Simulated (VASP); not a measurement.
SiC (Moissanite):

```xyz
4
Lattice="3.0760 0.0000 0.0000 -1.5380 2.6639 0.0000 0.0000 0.0000 5.0480" Properties=species:S:1:pos:R:3 pbc="T T T"
Si    1.5380    0.8880    2.5240
Si    0.0000    1.7759    0.0000
C     1.5380    0.8880    4.4675
C     0.0000    1.7759    1.9435
```

```yaml
Program: VASP 6.6.1
Task: relaxation of cell and atoms
Functional: RPBE
Potentials_or_basis: VASP PAW PBE potentials, release 64 (Si, C)
Cutoff: 600 eV
k_mesh: 10 × 10 × 5
Occupations: fermi-dirac, width 0.05 eV
Spin: no spin polarisation
```

At the start: pressure 6.3 GPa; volume 10.34 Å³/atom.

Problem. Where does the relaxation end?

Solution. Over 6 steps the energy falls by 14.4 meV/atom and the volume is 10.62 Å³/atom (+2.7 %); space group P6_3mc (No. 186, to 0.05 Å).

Step by step:
```tsv
step	energy change (eV)	largest force (eV/Å)	pressure (GPa)	volume (Å³)
1	0.0000	0.7586	6.28	41.36
2	-0.0010	0.6176	-5.67	43.83
3	-0.0544	0.0883	-0.33	42.59
4	-0.0575	0.0136	-0.17	42.56
5	-0.0575	0.0038	-0.18	42.56
6	-0.0575	0.0035	0.14	42.49
```

Final structure:
```cif
data_structure
_symmetry_space_group_name_H-M 'P 1'
_symmetry_Int_Tables_number 1
_cell_length_a 3.1039
_cell_length_b 3.1039
_cell_length_c 5.0931
_cell_angle_alpha 90.000
_cell_angle_beta 90.000
_cell_angle_gamma 120.000
_cell_volume 42.49
loop_
_atom_site_label
_atom_site_type_symbol
_atom_site_fract_x
_atom_site_fract_y
_atom_site_fract_z
_atom_site_occupancy
Si1 Si 0.66667 0.33333 0.50454 1
Si2 Si 0.33333 0.66667 0.00454 1
C1 C 0.66667 0.33333 0.88046 1
C2 C 0.33333 0.66667 0.38046 1
```

Caveat: the PAW data sets were made with another functional, which shifts forces and pressure a little.
